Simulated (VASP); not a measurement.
Wanted: the native input for a VASP 6.6.1 run.

```yaml
Task: single point
Functional: r2SCAN
Potentials_or_basis: VASP PAW PBE potentials, release 64 (Li_sv, F_h)
Cutoff: 910 eV
k_mesh: 10 × 10 × 10
Occupations: fermi-dirac, width 0.02 eV
Spin: no spin polarisation
Dipole_correction: no
Further_INCAR_settings: ALGO = Normal; EDIFF = 1e-06; NBANDS = 12
```

The system is LiF.

```
CELL_PARAMETERS angstrom
2.51626 0.00000 0.00000
0.00000 2.51626 0.00000
0.00000 0.00000 2.51626
ATOMIC_POSITIONS crystal
Li 0.00000 0.00000 0.00000
F 0.50000 0.50000 0.50000
```

The input as run:

POSCAR

```
LiF
1.0
    2.5162584520      0.0000000000      0.0000000000
    0.0000000000      2.5162584520      0.0000000000
    0.0000000000      0.0000000000      2.5162584520
Li F
1 1
Direct
    0.0000000000      0.0000000000      0.0000000000
    0.5000000000      0.5000000000      0.5000000000
```

INCAR.step1

```
PREC     = Accurate       # precision mode
ENCUT    = 910            # plane-wave cutoff, eV
ISMEAR   = -1             # smearing method
SIGMA    = 0.02           # smearing width, eV
LREAL    = F              # projectors in reciprocal space
LASPH    = T              # aspherical terms in the spheres
NELM     = 120            # most SCF steps
NBANDS   = 12             # bands
GGA      = PE             # functional
ALGO     = Normal         # electronic algorithm
EDIFF    = 1E-5           # SCF threshold, eV
LWAVE    = T              # write WAVECAR
LCHARG   = F              # write CHGCAR
GGA_COMPAT= F
```

INCAR.step2

```
PREC     = Accurate       # precision mode
ENCUT    = 910            # plane-wave cutoff, eV
EDIFF    = 1E-6           # SCF threshold, eV
ISMEAR   = -1             # smearing method
SIGMA    = 0.02           # smearing width, eV
LREAL    = F              # projectors in reciprocal space
LASPH    = T              # aspherical terms in the spheres
NELM     = 120            # most SCF steps
ALGO     = Normal         # electronic algorithm
ISIF     = 2              # what is computed and relaxed
LWAVE    = F              # write WAVECAR
LCHARG   = F              # write CHGCAR
METAGGA  = R2SCAN         # meta-GGA
LMIXTAU  = T            
NBANDS   = 12             # bands
ISTART   = 1            
GGA_COMPAT= F
```

KPOINTS

```
regular mesh
0
Gamma
  10 10 10
```

Potentials or basis: VASP PAW PBE potentials, release 64 (Li_sv, F_h).

The run is started by

```sh
$ cat potpaw_PBE.64/Li_sv/POTCAR potpaw_PBE.64/F_h/POTCAR > POTCAR
$ cp INCAR.step1 INCAR
$ mpirun -np 1 vasp_std > vasp.out
$ cp INCAR.step2 INCAR
$ mpirun -np 1 vasp_std > vasp.out
```

Results of the run:

The pressure is -1.3 GPa and the band gap on the k mesh is 9.10 eV (least direct gap 9.84 eV).

Caveat: the cutoff is under 1.25 times the usual one of these potentials, so pressure, stress and relaxed cells hold a basis-set (Pulay) error; the PAW data sets were made with another functional, which shifts forces and pressure a little.

It took 67 s on 1 thread of Intel(R) Xeon(R) Platinum 8488C (Sapphire Rapids), on a shared host, peak memory 0.17 GiB.
